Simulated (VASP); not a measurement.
# Si (a cell with a defect) in VASP: a series of runs

The runs below take Si (a cell with a defect) through single point, with PBEsol.

Everything below comes from runs of VASP 6.6.1. Logs are shortened: lines on timing, memory, paths and dates and some standing lists are left out, and cuts for length are marked.

### 1 The cell of the first run

The cell holds a defect, 17 atoms: a = 7.679 Å, b = 7.679 Å, c = 7.679 Å, α = 60.00°, β = 60.00°, γ = 60.00°.

### 2 Single point, PBEsol

Contents of INCAR:

```
SYSTEM = Si
ALGO = Normal
EDIFF = 1E-6
ENCUT = 520
GGA = PS
ISIF = 2
ISMEAR = 0
LASPH = .TRUE.
LCHARG = .TRUE.
LELF = .TRUE.
LREAL = Auto
LVHAR = .TRUE.
LWAVE = .FALSE.
NBANDS = 48
NELM = 100
PREC = Accurate
SIGMA = 0.05
```

Contents of KPOINTS:

```
k-points
0
G
  1 1 1
  0 0 0
```

Contents of POSCAR:

```
Si
1.0
    0.0000000000      5.4300000000      5.4300000000
    5.4300000000      0.0000000000      5.4300000000
    5.4300000000      5.4300000000      0.0000000000
Si
17
Direct
    0.1983006446     -0.0185402394     -0.2019527624
    0.1603417127      0.1122982505      0.0316890424
   -0.0063247698     -0.0495895948      0.3751306630
   -0.1119962247      0.2123988029      0.6987582873
    0.2045560773      0.4310122468     -0.1015779926
    0.1791387661      0.6533313996      0.0373669429
   -0.1457338858      0.5595931860      0.6233777164
    0.1349297422      0.6249010129      0.5859168508
    0.5203817680      0.0563443831     -0.0543961326
    0.5217597606      0.0304693370      0.2533310313
    0.5731378453     -0.0814271639      0.6101131676
    0.6844830571      0.1592246777      0.5810605893
    0.4844727440      0.3939511971      0.1205289134
    0.6233107735      0.7225310313      0.2013365562
    0.4788343462      0.4527579190      0.3889888582
    0.4536145488      0.7696051565      0.9914128913
    0.8645100368      0.7837870166      0.2910706262
```

Potentials or basis: VASP PAW PBE potentials, release 64 (Si).

Launch:

```sh
$ cat potpaw_PBE.64/Si/POTCAR > POTCAR
$ mpirun -np 1 vasp_gam > vasp.out
```

OUTCAR:

```text
SYSTEM = Si
   EDIFF = 1E-6
   ENCUT = 520
   GGA = PS
   ISIF = 2
   ISMEAR = 0
   LASPH = .TRUE.
   LREAL = Auto
   NELM = 100
   PREC = Accurate

 ion  position               nearest neighbor table
   1  0.198  0.981  0.798-   6 2.28   2 2.30   4 2.38  11 2.40  16 2.45
   2  0.160  0.112  0.032-   3 2.25   5 2.27   1 2.30   9 2.35  16 2.51
   3  0.994  0.950  0.375-   8 2.25   2 2.25  12 2.38  17 2.40  11 2.88   7 3.04
   4  0.888  0.212  0.699-   7 2.33   1 2.38  12 2.42   9 2.96
   5  0.205  0.431  0.898-   2 2.27   8 2.28   6 2.32   9 2.67
   6  0.179  0.653  0.037-   1 2.28   5 2.32  13 2.33  17 2.34  16 2.49
   7  0.854  0.560  0.623-  17 2.24   8 2.30   4 2.33  11 2.50   3 3.04
   8  0.135  0.625  0.586-   3 2.25   5 2.28   7 2.30  15 2.35
   9  0.520  0.056  0.946-  10 2.28  12 2.30  16 2.33   2 2.35  14 2.35   5 2.67   4 2.96  11 3.03

  10  0.522  0.030  0.253-  14 2.27   9 2.28  13 2.36  17 2.41  11 2.61
  11  0.573  0.919  0.610-  12 2.27  16 2.40   1 2.40   7 2.50  10 2.61  17 2.61   3 2.88   9 3.03

  12  0.684  0.159  0.581-  11 2.27  15 2.28   9 2.30   3 2.38   4 2.42
  13  0.484  0.394  0.121-  15 2.30   6 2.33  10 2.36  16 2.46
  14  0.623  0.723  0.201-  10 2.27  15 2.31  16 2.34   9 2.35  17 2.57
  15  0.479  0.453  0.389-  12 2.28  13 2.30  14 2.31   8 2.35  16 2.82
  16  0.454  0.770  0.991-   9 2.33  14 2.34  11 2.40   1 2.45  13 2.46   6 2.49   2 2.51  15 2.82

  17  0.865  0.784  0.291-   7 2.24   6 2.34   3 2.40  10 2.41  14 2.57  11 2.61

  LATTYP: Found a face centered cubic cell.
 ALAT       =    10.8600000000

  Lattice vectors:

 A1 = (   0.0000000000,   5.4300000000,   5.4300000000)
 A2 = (   5.4300000000,   0.0000000000,   5.4300000000)
 A3 = (   5.4300000000,   5.4300000000,   0.0000000000)

Analysis of symmetry for initial positions (statically):
=====================================================================
 Subroutine PRICEL returns:
 Original cell was already a primitive cell.

 Routine SETGRP: Setting up the symmetry group for a
 face centered cubic supercell.

 Subroutine GETGRP returns: Found  1 space group operations
 (whereof  1 operations were pure point group operations)
 out of a pool of 48 trial point group operations.

The static configuration has the point symmetry C_1 .

Analysis of symmetry for dynamics (positions and initial velocities):
=====================================================================
 Subroutine PRICEL returns:
 Original cell was already a primitive cell.

 Routine SETGRP: Setting up the symmetry group for a
 face centered cubic supercell.

 Subroutine GETGRP returns: Found  1 space group operations
 (whereof  1 operations were pure point group operations)
 out of a pool of 48 trial point group operations.

The dynamic configuration has the point symmetry C_1 .

 Subroutine INISYM returns: Found  1 space group operations
 (whereof  1 operations are pure point group operations),
 and found     1 'primitive' translations

----------------------------------------------------------------------------------------

                                     Primitive cell

  volume of cell :     320.2060

  direct lattice vectors                    reciprocal lattice vectors
     0.000000000  5.430000000  5.430000000    -0.092081031  0.092081031  0.092081031
     5.430000000  0.000000000  5.430000000     0.092081031 -0.092081031  0.092081031
     5.430000000  5.430000000  0.000000000     0.092081031  0.092081031 -0.092081031

  length of vectors
     7.679179644  7.679179644  7.679179644     0.159489025  0.159489025  0.159489025

  position of ions in fractional coordinates (direct lattice)
     0.198300645  0.981459761  0.798047238
     0.160341713  0.112298250  0.031689042
     0.993675230  0.950410405  0.375130663
     0.888003775  0.212398803  0.698758287
     0.204556077  0.431012247  0.898422007
     0.179138766  0.653331400  0.037366943
     0.854266114  0.559593186  0.623377716
     0.134929742  0.624901013  0.585916851
     0.520381768  0.056344383  0.945603867
     0.521759761  0.030469337  0.253331031
     0.573137845  0.918572836  0.610113168
     0.684483057  0.159224678  0.581060589
     0.484472744  0.393951197  0.120528913
     0.623310774  0.722531031  0.201336556
     0.478834346  0.452757919  0.388988858
     0.453614549  0.769605156  0.991412891
     0.864510037  0.783787017  0.291070626

  ion indices of the primitive-cell ions
   primitive index   ion index
                 1           1
                 2           2
                 3           3
                 4           4
                 5           5
                 6           6
                 7           7
                 8           8
                 9           9
                10          10
                11          11
                12          12
                13          13
                14          14
                15          15
                16          16
                17          17

----------------------------------------------------------------------------------------

 KPOINTS: k-points

Automatic generation of k-mesh.
 Grid dimensions read from file:
 generate k-points for:    1    1    1

 Generating k-lattice:

  Cartesian coordinates                     Fractional coordinates (reciprocal lattice)
    -0.092081031  0.092081031  0.092081031     1.000000000  0.000000000  0.000000000
     0.092081031 -0.092081031  0.092081031     0.000000000  1.000000000  0.000000000
     0.092081031  0.092081031 -0.092081031     0.000000000  0.000000000  1.000000000

  Length of vectors
     0.159489025  0.159489025  0.159489025

  Shift w.r.t. Gamma in fractional coordinates (k-lattice)
     0.000000000  0.000000000  0.000000000

 Subroutine IBZKPT returns following result:
 ===========================================

 Found      1 irreducible k-points:

 Following reciprocal coordinates:
            Coordinates               Weight
  0.000000  0.000000  0.000000      1.000000
   k-points           NKPTS =      1   k-points in BZ     NKDIM =      1   number of bands    NBANDS=     48
   number of dos      NEDOS =    301   number of ions     NIONS =     17
   total plane-waves  NPLWV = 216000
   dimension x,y,z NGX =    60 NGY =   60 NGZ =   60
   dimension x,y,z NGXF=   120 NGYF=  120 NGZF=  120
   ions per type =              17
   NGX,Y,Z   is equivalent  to a cutoff of  12.99, 12.99, 12.99 a.u.
   NGXF,Y,Z  is equivalent  to a cutoff of  25.98, 25.98, 25.98 a.u.
 SYSTEM =  Si
   PREC   = accura    normal or accurate (medium, high low for compatibility)
   ISTART =      0    job   : 0-new  1-cont  2-samecut
   ICHARG =      2    charge: 1-file 2-atom 10-const
   ISPIN  =      1    spin polarized calculation?
   LNONCOLLINEAR =      F non collinear calculations
   LSORBIT =      F    spin-orbit coupling
   LASPH  =      T    aspherical Exc in radial PAW
   ENCUT  =  520.0 eV  38.22 Ry    6.18 a.u.  14.28 14.28 14.28*2*pi/ulx,y,z
   NELM   =    100;   NELMIN=  2; NELMDL= -5     # of ELM steps
   EDIFF  = 0.1E-05   stopping-criterion for ELM
   LREAL  =      T    real-space projection
   EDIFFG = 0.1E-04   stopping-criterion for IOM
   NSW    =      0    number of steps for IOM
   IBRION =     -1    ionic relax: 0-MD 1-quasi-New 2-CG
   NFREE  =      0    steps in history (QN), initial steepest desc. (CG)
   ISIF   =      2    stress and relaxation
   ISYM   =      2    0-nonsym 1-usesym 2-fastsym
   POTIM  = 0.5000    time-step for ionic-motion
   TEBEG  =    0.0;   TEEND  =   0.0 temperature during run
   PSTRESS=    0.0 pullay stress
   NELECT =      68.0000    total number of electrons
   NUPDOWN=      -1.0000    fix difference up-down
   EMIN   =  10.00;   EMAX   =-10.00  energy-range for DOS
   EFERMI =   0.00;   METHOD = LEGACY
   ISMEAR =     0;   SIGMA  =   0.05  broadening in eV -4-tet -1-fermi 0-gaus
   EFERMI_NEDOS =   21; number of points for ismear=-14 and -15
   IALGO  =     38    algorithm
   IMIX   =      4    mixing-type and parameters
     AMIX     =   0.40;   BMIX     =  1.00
     AMIX_MAG =   1.60;   BMIX_MAG =  1.00
  volume/ion in A,a.u.               =      18.84       127.11
  Fermi-wavevector in a.u.,A,eV,Ry     =   0.976715  1.845724 12.979587  0.953973
  Thomas-Fermi vector in A             =   2.107356
   LORBIT       =      0    0 simple, 1 ext, 2 COOP (PROOUT), +10 PAW based schemes
   GGA     = PS    functional components
   LHFCALC =     F    Hartree Fock is set to
   AEXX    =    0.0000 exact exchange contribution
   IVDW    =     0    specifies the selected vdW correction
   LEPSILON=     F    determine dielectric tensor
   LRPA    =     F    only Hartree local field effects (RPA)
 non-spin polarized calculation
 Gauss-broadening in eV      SIGMA  =   0.05
  energy-cutoff  :      520.00
  volume of cell :      320.21
 maximum number of plane-waves:      4305
 NGX is ok and might be reduce to    60
   NGX = 29   NGY = 29   NGZ = 29

 number of electron      68.0000000 magnetization

 Free energy of the ion-electron system (eV)
  ---------------------------------------------------
  ext. energy  EPLUGINS =         0.00000000
  ---------------------------------------------------
  free energy    TOTEN  =       -83.90140457 eV

  energy without entropy =      -83.90140457  energy(sigma->0) =      -83.90140457

 E-fermi :   6.4963     XC(G=0):  -9.7046

 val. band max:        6.2225398371   @ k =   0.0000   0.0000   0.0000
 cond. band min:       6.8203893959   @ k =   0.0000   0.0000   0.0000
 fundamental gap:      0.5978495588
 Fermi energy:         6.4963164044

 k-point     1 :       0.0000    0.0000    0.0000
  band No.  band energies     occupation
      1      -6.7858      2.00000
      2      -4.5892      2.00000
      3      -4.1654      2.00000
      4      -3.8012      2.00000
      5      -3.5905      2.00000
      6      -3.3019      2.00000
      7      -2.9649      2.00000
      8      -2.4057      2.00000
      9      -2.2425      2.00000
     10      -1.7120      2.00000
     11      -1.5603      2.00000
     12      -0.9120      2.00000
     13      -0.0667      2.00000
     14       0.9992      2.00000
     15       1.4400      2.00000
     16       1.7693      2.00000
     17       2.0808      2.00000
     18       2.4491      2.00000
     19       2.7066      2.00000
     20       2.9692      2.00000
     21       3.1525      2.00000
     22       3.5785      2.00000
     23       3.6889      2.00000
     24       3.8717      2.00000
     25       3.9789      2.00000
     26       4.4513      2.00000
     27       4.5179      2.00000
     28       4.9238      2.00000
     29       5.3590      2.00000
     30       5.5320      2.00000
     31       5.5806      2.00000
     32       5.7649      2.00000
     33       6.0354      2.00000
     34       6.2225      2.00000
     35       6.8204      0.00000
     36       7.0189      0.00000
     37       7.2347      0.00000
     38       7.4592      0.00000
     39       7.6926      0.00000
     40       7.9068      0.00000
     41       8.1237      0.00000
     42       8.4275      0.00000
     43       8.6036      0.00000
     44       8.6529      0.00000
     45       8.9398      0.00000
     46       9.2012      0.00000
 [bands above 46 left out]

------------------------ aborting loop because EDIFF is reached ----------------------------------------

  FORCE on cell =-STRESS in cart. coord.  units (eV):
  Direction    XX          YY          ZZ          XY          YZ          ZX
  --------------------------------------------------------------------------------------
  -------------------------------------------------------------------------------------
  Total       20.7576309     25.9837925     31.9645681      7.1498271     -4.3998276      7.4644444
  in kB      103.8625269    130.0120592    159.9373656     35.7747524    -22.0149022     37.3489664
  external PRESSURE =     131.2706506 kB  Pullay stress =       0.0000000 kB

 VOLUME and BASIS-vectors are now :
 -----------------------------------------------------------------------------
  energy-cutoff  :      520.00
  volume of cell :      320.21
      direct lattice vectors                 reciprocal lattice vectors
     0.000000000  5.430000000  5.430000000    -0.092081031  0.092081031  0.092081031
     5.430000000  0.000000000  5.430000000     0.092081031 -0.092081031  0.092081031
     5.430000000  5.430000000  0.000000000     0.092081031  0.092081031 -0.092081031

 POSITION                                       TOTAL-FORCE (eV/Angst)
 -----------------------------------------------------------------------------------
      9.66272      5.41017      6.40610        -0.581389     -0.221966      0.418897
      0.78185      1.04273      1.48044        -0.249214     -0.067093     -0.067242
      7.19769      7.43262     10.55639        -0.045354     -0.345521     -0.313627
      4.94758      8.61612      5.97519         0.615733     -0.303393     -0.400120
      7.21883      5.98917      3.45114        -0.389722      0.412726      0.194445
      3.75049      1.17563      4.52031        -0.296548     -0.021878     -0.098093
      6.42353      8.02361      7.67726         0.361791      0.076999     -0.210687
      6.57474      3.91420      4.12588        -0.166269      0.011880     -0.040091
      5.44058      7.96030      3.13162        -0.156488     -0.189879      0.301146
      1.54104      4.20874      2.99860         0.537671      0.337327     -0.148420
      8.30077      6.42505      8.09999         0.323079      0.272515     -0.054224
      4.01975      6.87190      4.58133        -0.124558      0.099458      0.218499
      2.79363      3.28516      4.76984         0.177498      0.067371     -0.142470
      5.01660      4.47784      7.30792         0.211072      0.371864     -0.097287
      4.57069      4.71228      5.05855        -0.119994     -0.219746     -0.086035
      9.56233      7.84650      6.64208         0.457942      0.188312      0.621326
      5.83648      6.27480      8.95025        -0.555250     -0.468975     -0.096017
 -----------------------------------------------------------------------------------
    total drift:                               -0.001031      0.004459     -0.001213

  FREE ENERGIE OF THE ION-ELECTRON SYSTEM (eV)
  ---------------------------------------------------
  free  energy   TOTEN  =       -83.9014045692 eV

  energy  without entropy=      -83.9014045692  energy(sigma->0) =      -83.90140457
```

Run time: 82 s. Hardware: 1 thread of Intel Xeon 8259CL, shared host; peak memory 0.39 GiB.

What came out:

```yaml
Free_energy: -83.9014 eV
Pressure: 13.1 GPa
Largest_force: 0.795 eV/Å
Band_gap_on_the_k_mesh: 0.60 eV
```

Forces in eV/Å, atoms in the order of the input:
```
Si  -0.581 -0.222  0.419
Si  -0.249 -0.067 -0.067
Si  -0.045 -0.346 -0.314
Si   0.616 -0.303 -0.400
Si  -0.390  0.413  0.194
Si  -0.297 -0.022 -0.098
Si   0.362  0.077 -0.211
Si  -0.166  0.012 -0.040
Si  -0.156 -0.190  0.301
Si   0.538  0.337 -0.148
Si   0.323  0.273 -0.054
Si  -0.125  0.099  0.218
Si   0.177  0.067 -0.142
Si   0.211  0.372 -0.097
Si  -0.120 -0.220 -0.086
Si   0.458  0.188  0.621
Si  -0.555 -0.469 -0.096
```

Caveat: the k points lie up to 1.00 Å⁻¹ apart; the PAW data sets were made with another functional, which shifts forces and pressure a little.

### 3 Single point, PBEsol

Contents of INCAR:

```
SYSTEM = Si
PREC = Accurate ; ENCUT = 520
EDIFF = 1E-6 ; ISMEAR = 0
SIGMA = 0.05 ; LREAL = Auto
LASPH = .True. ; NELM = 80
ALGO = Normal ; ISIF = 2
LWAVE = .False. ; LCHARG = .False.
GGA = PS ; NBANDS = 48
```

Contents of KPOINTS:

```
regular mesh
0
Gamma
  1 1 1
  0 0 0
```

Contents of POSCAR:

```
Si
1.0
    0.0000000000      5.4300000000      5.4300000000
    5.4300000000      0.0000000000      5.4300000000
    5.4300000000      5.4300000000      0.0000000000
Si
17
Direct
    0.0285847145     -0.0306843462     -0.0000314917
    0.3131209945      0.0346436464     -0.0383152855
   -0.1018153775     -0.1037523941      0.3783658379
   -0.3156424494      0.3292562615      0.8199010129
    0.3137223757      0.3716632597     -0.0879264273
    0.1090682320      0.6076562615      0.0930857274
   -0.0945523941      0.5490334254      0.4542903315
    0.2805015654      0.4320129834      0.5861711786
    0.6797897790     -0.0120037753     -0.0576304788
    0.6516813076      0.1473886740      0.1748395028
    0.5284477901      0.0758034070      0.5704023020
    0.8129836096      0.0883602210      0.5835478821
    0.2569365562      0.6658503683      0.2482833333
    0.6093249540      0.6711430018      0.1383671271
    0.6046164825      0.4599398711      0.4927689687
    0.5048194291      0.7095477901      0.6918789134
    0.6330307551      0.8160917127      0.3239622468
```

Potentials or basis: VASP PAW PBE potentials, release 64 (Si).

Launch:

```sh
$ cat potpaw_PBE.64/Si/POTCAR > POTCAR
$ mpirun -np 1 vasp_gam > vasp.out
```

It took 61 s on 1 thread of Intel Xeon 8259CL, shared host; peak memory 0.38 GiB.

The run converged. Its results:

```
Free energy            : -84.9537 eV
Pressure               : 11.9 GPa
Largest force          : 0.643 eV/Å
Band gap on the k mesh : 0.61 eV
```

Forces on the atoms (eV/Å):
```
Si  -0.143  0.046  0.042
Si  -0.320  0.072  0.427
Si  -0.500 -0.038 -0.075
Si   0.281 -0.219  0.161
Si  -0.234  0.249  0.334
Si  -0.119 -0.075  0.020
Si  -0.150  0.130 -0.015
Si  -0.230 -0.007 -0.114
Si   0.201  0.155 -0.112
Si   0.100  0.023 -0.164
Si   0.382  0.064 -0.048
Si   0.011  0.069  0.144
Si   0.226 -0.062 -0.097
Si   0.072 -0.319 -0.070
Si  -0.040  0.099 -0.024
Si   0.544 -0.147 -0.310
Si  -0.080 -0.041 -0.096
```

Stress tensor (GPa, compression positive):
```
11.88 -0.25 -0.51
-0.25 11.33 -1.21
-0.51 -1.21 12.51
```

Levels at points of the mesh, in eV from the valence-band top:
```tsv
k point	band 32	band 33	band 34	band 35	band 36	band 37
(0.00, 0.00, 0.00)	-0.47	-0.42	0.00	0.62	0.92	1.31
```

Caveat: the k points lie up to 1.00 Å⁻¹ apart; the PAW data sets were made with another functional, which shifts forces and pressure a little.
